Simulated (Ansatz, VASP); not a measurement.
# SnO2: VASP beside Ansatz

INCAR

```
SYSTEM = SnO2
PREC     = Accurate       ! precision mode
ENCUT    = 520            ! plane-wave cutoff, eV
EDIFF    = 1E-6           ! SCF threshold, eV
ISMEAR   = -1             ! smearing method
SIGMA    = 0.01           ! smearing width, eV
LREAL    = .FALSE.        ! projectors in reciprocal space
LASPH    = .TRUE.         ! aspherical terms in the spheres
NELM     = 60             ! most SCF steps
ALGO     = Normal         ! electronic algorithm
ISIF     = 2              ! what is computed and relaxed
LWAVE    = .FALSE.        ! write WAVECAR
LCHARG   = .TRUE.         ! write CHGCAR
GGA      = PS             ! functional
LELF     = .TRUE.         ! ELF
LVHAR    = .TRUE.       
NBANDS   = 35             ! bands
```

KPOINTS

```
Automatic mesh
0
G
  8 8 8
  0 0 0
```

File POSCAR:

```
SnO2
1.0
   -2.0000690000      2.0000690000      5.1236790000
    2.0000690000     -2.0000690000      5.1236790000
    2.0000690000      2.0000690000     -5.1236790000
Sn O
2 4
Direct
    0.7500000000      0.2500000000      0.5000000000
    0.0000000000      0.0000000000      0.0000000000
    0.7965230000      0.7965230000      0.0000000000
    0.9534770000      0.4534770000      0.5000000000
    0.2034770000      0.2034770000      0.0000000000
    0.5465230000      0.0465230000      0.5000000000
```

Input for Ansatz:

```yaml
crystal:
  lattice:
    - [-2.000069, 2.000069, 5.123679]
    - [2.000069, -2.000069, 5.123679]
    - [2.000069, 2.000069, -5.123679]
  atoms:
    - { symbol: Sn, position: [0.75, 0.25, 0.5] }
    - { symbol: Sn, position: [0.0, 0.0, 0.0] }
    - { symbol: O, position: [0.796523, 0.796523, 0.0] }
    - { symbol: O, position: [0.953477, 0.45347699999999996, 0.5] }
    - { symbol: O, position: [0.203477, 0.203477, 0.0] }
    - { symbol: O, position: [0.546523, 0.04652300000000002, 0.5] }
kpoints:
  mp_grid:
    grid: [8, 8, 8]
hamiltonian:
  xc: pbesol
scf:
  occupations:
    method: fermi_dirac
    width: 0.01
output:
  forces: true
  stress: true
```

Alike in both runs: task single point; functional PBEsol; k mesh 8 × 8 × 8; occupations fermi-dirac, width 0.01 eV; no spin polarisation.

|  | VASP | Ansatz |
| --- | --- | --- |
| version | VASP 6.6.1 | Ansatz 0.2.0 |
| potentials or method | VASP PAW PBE potentials, release 64 (Sn_d, O) | plane waves, PAW |
| plane-wave cutoff (eV) | 520 | 420 |
| valence electrons in the cell | 52 | 52 |

Ansatz gave:

```
pressure (GPa)                                                : 0.7
traceless stress, the component that is largest in VASP (GPa) : -0.75
rms of the force components (eV/Å)                            : 0.038
```

Task: What did VASP give for the same quantities?

Result: Pressure (GPa): 1.3; traceless stress, the component that is largest in VASP (GPa): -0.59; rms of the force components (eV/Å): 0.026.

VASP's potentials were made for PBE, not for PBEsol. Atom by atom the forces differ by 0.012 eV/Å (rms over components).
